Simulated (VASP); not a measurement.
# V2N3 (P3m1) in VASP: a series of runs

The runs below take V2N3 through single point, with PBEsol.

Program: VASP 6.6.1. These are calculated values, not measurements. Logs are shortened: lines on timing, memory, paths and dates and some standing lists are left out, and cuts for length are marked.

## 1. The cell of the first run

It takes space group P3m1 (No. 156, trigonal). The conventional cell has a = 2.780 Å, b = 2.780 Å, c = 6.196 Å, α = 90.00°, β = 90.00°, γ = 120.00°. V (site symmetry 3m) has 6 N at 1.97 to 2.06 Å within 2.6 Å. Within 2.6 Å of V (site symmetry 3m) lie 6 N at 1.98 to 2.05 Å. N (site symmetry 3m) has 6 V at 1.98 to 2.06 Å and 2 N at 2.43 Å within 2.6 Å. Within 1.8 Å of N (site symmetry 3m) lie 1 N at 1.33 Å. Within 1.8 Å of N (site symmetry 3m) lie 1 N at 1.33 Å.

## 2. Single point, PBEsol (all N atoms moved +0.062 Å, as atom 3 along Cartesian [0 0 1])

The input, INCAR:

```
PREC = Accurate ; ENCUT = 520
EDIFF = 1E-7 ; ISMEAR = 0
SIGMA = 0.15 ; LREAL = False
LASPH = True ; NELM = 80
ALGO = Normal ; ISIF = 2
LWAVE = False ; LCHARG = True
GGA = PS ; LELF = True
LVHAR = True ; NBANDS = 28
```

The input, KPOINTS:

```
regular mesh
0
Gamma
  18 18 8
```

The input, POSCAR:

```
V2N3
1.0
    2.7797869938      0.0000000000      0.0000000000
   -1.3898934969      2.4073661537      0.0000000000
    0.0000000000      0.0000000000      6.1963538749
V N
2 3
Direct
    0.6666666667      0.3333333333      0.3021155180
    0.3333333333      0.6666666667      0.6978844820
    0.0000000000      0.0000000000      0.5100865769
    0.0000000000      0.0000000000      0.1175264884
    0.0000000000      0.0000000000      0.9026466654
```

Potentials or basis: VASP PAW PBE potentials, release 64 (V_sv, N).

The run is started by

```
> cat potpaw_PBE.64/V_sv/POTCAR potpaw_PBE.64/N/POTCAR > POTCAR
> mpirun -np 1 vasp_std > vasp.out
```

OUTCAR:

```text
PREC = Accurate
   ENCUT = 520
   EDIFF = 1E-7
   ISMEAR = 0
   LREAL = False
   LASPH = True
   NELM = 80
   ISIF = 2
   GGA = PS

 ion  position               nearest neighbor table
   1  0.667  0.333  0.302-   4 1.97   4 1.97   4 1.97   3 2.06   3 2.06   3 2.06
   2  0.333  0.667  0.698-   3 1.98   3 1.98   3 1.98   5 2.05   5 2.05   5 2.05
   3  0.000  0.000  0.510-   2 1.98   2 1.98   2 1.98   1 2.06   1 2.06   1 2.06
   4  0.000  0.000  0.118-   5 1.33   1 1.97   1 1.97   1 1.97
   5  0.000  0.000  0.903-   4 1.33   2 2.05   2 2.05   2 2.05

  LATTYP: Found a hexagonal cell.
 ALAT       =     2.7797869938
 C/A-ratio  =     2.2290750654

  Lattice vectors:

 A1 = (   2.7797869938,   0.0000000000,   0.0000000000)
 A2 = (  -1.3898934969,   2.4073661537,   0.0000000000)
 A3 = (   0.0000000000,   0.0000000000,   6.1963538749)

Analysis of symmetry for initial positions (statically):
=====================================================================
 Subroutine PRICEL returns:
 Original cell was already a primitive cell.

 Routine SETGRP: Setting up the symmetry group for a
 hexagonal supercell.

 Subroutine GETGRP returns: Found  6 space group operations
 (whereof  6 operations were pure point group operations)
 out of a pool of 24 trial point group operations.

The static configuration has the point symmetry C_3v.

Analysis of symmetry for dynamics (positions and initial velocities):
=====================================================================
 Subroutine PRICEL returns:
 Original cell was already a primitive cell.

 Routine SETGRP: Setting up the symmetry group for a
 hexagonal supercell.

 Subroutine GETGRP returns: Found  6 space group operations
 (whereof  6 operations were pure point group operations)
 out of a pool of 24 trial point group operations.

The dynamic configuration has the point symmetry C_3v.

 Subroutine INISYM returns: Found  6 space group operations
 (whereof  6 operations are pure point group operations),
 and found     1 'primitive' translations

----------------------------------------------------------------------------------------

                                     Primitive cell

  volume of cell :      41.4658

  direct lattice vectors                    reciprocal lattice vectors
     2.779786994  0.000000000  0.000000000     0.359739794  0.207695867  0.000000000
    -1.389893497  2.407366154  0.000000000     0.000000000  0.415391734  0.000000000
     0.000000000  0.000000000  6.196353875     0.000000000  0.000000000  0.161385231

  length of vectors
     2.779786994  2.779786994  6.196353875     0.415391734  0.415391734  0.161385231

  position of ions in fractional coordinates (direct lattice)
     0.666666667  0.333333333  0.302115518
     0.333333333  0.666666667  0.697884482
     0.000000000  0.000000000  0.510086577
     0.000000000  0.000000000  0.117526488
     0.000000000  0.000000000  0.902646665

  ion indices of the primitive-cell ions
   primitive index   ion index
                 1           1
                 2           2
                 3           3
                 4           4
                 5           5

----------------------------------------------------------------------------------------

 KPOINTS: regular mesh

Automatic generation of k-mesh.
 Grid dimensions read from file:
 generate k-points for:   18   18    8

 Generating k-lattice:

  Cartesian coordinates                     Fractional coordinates (reciprocal lattice)
     0.019985544  0.011538659  0.000000000     0.055555556  0.000000000  0.000000000
     0.000000000  0.023077319  0.000000000     0.000000000  0.055555556  0.000000000
     0.000000000  0.000000000  0.020173154     0.000000000  0.000000000  0.125000000

  Length of vectors
     0.023077319  0.023077319  0.020173154

  Shift w.r.t. Gamma in fractional coordinates (k-lattice)
     0.000000000  0.000000000  0.000000000

 Subroutine IBZKPT returns following result:
 ===========================================

 Found    266 irreducible k-points:

 Following reciprocal coordinates:
            Coordinates               Weight
  0.000000  0.000000  0.000000      1.000000
  0.055556  0.000000  0.000000      6.000000
  0.111111  0.000000  0.000000      6.000000
  0.166667  0.000000  0.000000      6.000000
  0.222222  0.000000  0.000000      6.000000
  0.277778  0.000000  0.000000      6.000000
[... 16 lines left out ...]
  0.333333  0.111111  0.000000     12.000000
  0.388889  0.111111  0.000000     12.000000
 [... further k-points ...]
   k-points           NKPTS =    266   k-points in BZ     NKDIM =    266   number of bands    NBANDS=     28
   number of dos      NEDOS =    301   number of ions     NIONS =      5
   total plane-waves  NPLWV =  27648
   dimension x,y,z NGX =    24 NGY =   24 NGZ =   48
   dimension x,y,z NGXF=    48 NGYF=   48 NGZF=   96
   ions per type =               2   3
   NGX,Y,Z   is equivalent  to a cutoff of  14.35, 14.35, 12.88 a.u.
   NGXF,Y,Z  is equivalent  to a cutoff of  28.71, 28.71, 25.76 a.u.
 SYSTEM =  unknown system
   PREC   = accura    normal or accurate (medium, high low for compatibility)
   ISTART =      0    job   : 0-new  1-cont  2-samecut
   ICHARG =      2    charge: 1-file 2-atom 10-const
   ISPIN  =      1    spin polarized calculation?
   LNONCOLLINEAR =      F non collinear calculations
   LSORBIT =      F    spin-orbit coupling
   LASPH  =      T    aspherical Exc in radial PAW
   ENCUT  =  520.0 eV  38.22 Ry    6.18 a.u.   5.17  5.17 11.52*2*pi/ulx,y,z
   NELM   =     80;   NELMIN=  2; NELMDL= -5     # of ELM steps
   EDIFF  = 0.1E-06   stopping-criterion for ELM
   LREAL  =      F    real-space projection
   EDIFFG = 0.1E-05   stopping-criterion for IOM
   NSW    =      0    number of steps for IOM
   IBRION =     -1    ionic relax: 0-MD 1-quasi-New 2-CG
   NFREE  =      0    steps in history (QN), initial steepest desc. (CG)
   ISIF   =      2    stress and relaxation
   ISYM   =      2    0-nonsym 1-usesym 2-fastsym
   POTIM  = 0.5000    time-step for ionic-motion
   TEBEG  =    0.0;   TEEND  =   0.0 temperature during run
   PSTRESS=    0.0 pullay stress
   NELECT =      41.0000    total number of electrons
   NUPDOWN=      -1.0000    fix difference up-down
   EMIN   =  10.00;   EMAX   =-10.00  energy-range for DOS
   EFERMI =   0.00;   METHOD = LEGACY
   ISMEAR =     0;   SIGMA  =   0.15  broadening in eV -4-tet -1-fermi 0-gaus
   EFERMI_NEDOS =   21; number of points for ismear=-14 and -15
   IALGO  =     38    algorithm
   IMIX   =      4    mixing-type and parameters
     AMIX     =   0.40;   BMIX     =  1.00
     AMIX_MAG =   1.60;   BMIX_MAG =  1.00
  volume/ion in A,a.u.               =       8.29        55.96
  Fermi-wavevector in a.u.,A,eV,Ry     =   1.630946  3.082040 36.191276  2.659984
  Thomas-Fermi vector in A             =   2.723163
   LORBIT       =      0    0 simple, 1 ext, 2 COOP (PROOUT), +10 PAW based schemes
   GGA     = PS    functional components
   LHFCALC =     F    Hartree Fock is set to
   AEXX    =    0.0000 exact exchange contribution
   IVDW    =     0    specifies the selected vdW correction
   LEPSILON=     F    determine dielectric tensor
   LRPA    =     F    only Hartree local field effects (RPA)
 non-spin polarized calculation
 Gauss-broadening in eV      SIGMA  =   0.15
  energy-cutoff  :      520.00
  volume of cell :       41.47
 maximum number of plane-waves:      1134
 NGX is ok and might be reduce to    24
   NGX = 11   NGY = 11   NGZ = 23

 number of electron      41.0000003 magnetization

 Free energy of the ion-electron system (eV)
  ---------------------------------------------------
  ext. energy  EPLUGINS =         0.00000000
  ---------------------------------------------------
  free energy    TOTEN  =       -49.79237553 eV

  energy without entropy =      -49.76701648  energy(sigma->0) =      -49.77969600

 E-fermi :  10.3230     XC(G=0): -13.6008

 val. band max:       10.3215821550   @ k =  -0.0556   0.3889   0.2500
 cond. band min:      10.3232090049   @ k =   0.3333   0.1111   0.0000
 fundamental gap:      0.0016268499
 Fermi energy:        10.3229573949

 k-point     1 :       0.0000    0.0000    0.0000
  band No.  band energies     occupation
      1     -54.1252      2.00000
      2     -54.0823      2.00000
      3     -28.2152      2.00000
      4     -27.9200      2.00000
      5     -27.8692      2.00000
      6     -27.8692      2.00000
[... 20 lines left out ...]
     27      14.0636      0.00000
     28      14.6377      0.00000

 k-point     2 :       0.0556    0.0000    0.0000
  band No.  band energies     occupation
      1     -54.1223      2.00000
      2     -54.0799      2.00000
      3     -28.2099      2.00000
      4     -27.9221      2.00000
      5     -27.8843      2.00000
      6     -27.8738      2.00000
[... 20 lines left out ...]
     27      14.0786      0.00000
     28      14.6134      0.00000

 k-point     3 :       0.1111    0.0000    0.0000
  band No.  band energies     occupation
      1     -54.1140      2.00000
      2     -54.0729      2.00000
      3     -28.1950      2.00000
      4     -27.9509      2.00000
      5     -27.9180      2.00000
      6     -27.8948      2.00000
[... 20 lines left out ...]
     27      14.1335      0.00000
     28      14.5516      0.00000

 k-point     4 :       0.1667    0.0000    0.0000
  band No.  band energies     occupation
      1     -54.1012      2.00000
      2     -54.0623      2.00000
      3     -28.1744      2.00000
      4     -28.0248      2.00000
      5     -27.9866      2.00000
      6     -27.9065      2.00000
[... 578 lines left out ...]
     27      13.9346      0.00000
     28      14.7589      0.00000

 k-point    23 :       0.3333    0.1111    0.0000
  band No.  band energies     occupation
      1     -54.0354      2.00000
      2     -54.0097      2.00000
      3     -28.3911      2.00000
      4     -28.3389      2.00000
      5     -28.0381      2.00000
      6     -28.0068      2.00000
[... 20 lines left out ...]
     27      14.0431      0.00000
     28      14.7083      0.00000

 k-point    24 :       0.3889    0.1111    0.0000
  band No.  band energies     occupation
      1     -54.0271      2.00000
      2     -54.0035      2.00000
      3     -28.4349      2.00000
      4     -28.3775      2.00000
      5     -28.0514      2.00000
      6     -28.0061      2.00000
[... 20 lines left out ...]
     27      14.1820      0.00000
     28      14.7023      0.00000

 [... further k-points ...]
[... 5 lines left out ...]
  --------------------------------------------------------------------------------------
  -------------------------------------------------------------------------------------
  Total        0.5057457      0.5057457      0.4351639      0.0000000      0.0000000      0.0000000
  in kB       19.5412767     19.5412767     16.8140978      0.0000000      0.0000000      0.0000000
  external PRESSURE =      18.6322170 kB  Pullay stress =       0.0000000 kB

 VOLUME and BASIS-vectors are now :
 -----------------------------------------------------------------------------
  energy-cutoff  :      520.00
  volume of cell :       41.47
      direct lattice vectors                 reciprocal lattice vectors
     2.779786994  0.000000000  0.000000000     0.359739794  0.207695867  0.000000000
    -1.389893497  2.407366154  0.000000000     0.000000000  0.415391734  0.000000000
     0.000000000  0.000000000  6.196353875     0.000000000  0.000000000  0.161385231

 POSITION                                       TOTAL-FORCE (eV/Angst)
 -----------------------------------------------------------------------------------
      1.38989      0.80246      1.87201        -0.000000      0.000000      1.752837
     -0.00000      1.60491      4.32434         0.000000     -0.000000      1.753314
      0.00000      0.00000      3.16068        -0.000000     -0.000000     -1.004132
      0.00000      0.00000      0.72824        -0.000000      0.000000     -1.239613
      0.00000      0.00000      5.59312        -0.000000     -0.000000     -1.262406
 -----------------------------------------------------------------------------------
    total drift:                                0.000000     -0.000000     -0.000090

  FREE ENERGIE OF THE ION-ELECTRON SYSTEM (eV)
  ---------------------------------------------------
  free  energy   TOTEN  =       -49.7923755344 eV

  energy  without entropy=      -49.7670164756  energy(sigma->0) =      -49.77969600
```

Wall time 2.2 min (1 thread of Intel Xeon 6975P-C (Granite Rapids), shared host); peak memory 0.36 GiB.

Results:

* Free energy: -49.7924 eV
* Pressure: 1.9 GPa
* Largest force: 1.753 eV/Å

Forces on the atoms (eV/Å):
```
V    0.000  0.000  1.753
V    0.000  0.000  1.753
N    0.000  0.000 -1.004
N    0.000  0.000 -1.240
N    0.000  0.000 -1.262
```

Stress tensor (GPa, compression positive):
```
1.95 0.00 0.00
0.00 1.95 0.00
0.00 0.00 1.68
```

Caveat: the cell differs from its parent crystal (all N atoms moved +0.062 Å, as atom 3 along Cartesian [0 0 1]); the PAW data sets were made with another functional, which shifts forces and pressure a little; the run has no spin polarisation, though such a crystal can be magnetic.

(Part 1 of 2 ends here.)
